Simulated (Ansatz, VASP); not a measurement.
## Two plane-wave programs on W

```
CELL_PARAMETERS angstrom
-1.58234 1.58234 1.58234
1.58234 -1.58234 1.58234
1.58234 1.58234 -1.58234
ATOMIC_POSITIONS crystal
W 0.00000 0.00000 0.00000
```

Alike in both runs: task single point; functional PBE; k mesh 18 × 18 × 18; occupations gaussian, width 0.1 eV; no spin polarisation.

|  | VASP | Ansatz |
| --- | --- | --- |
| version | VASP 6.6.1 | Ansatz 0.2.0 |
| potentials or method | VASP PAW PBE potentials, release 64 (W_sv), cutoff 520 eV | scalar-relativistic, plane waves, PAW |
| valence electrons in the cell | 14 | 14 |

```csv
,VASP,Ansatz,Ansatz less VASP
gap on the k mesh at the Fermi level (eV),none,none,-
pressure (GPa),6.2,5.7,-0.57
```

A gap of «none» marks a metal or a gap that the smearing closes.

Neither program's run includes spin-orbit coupling.
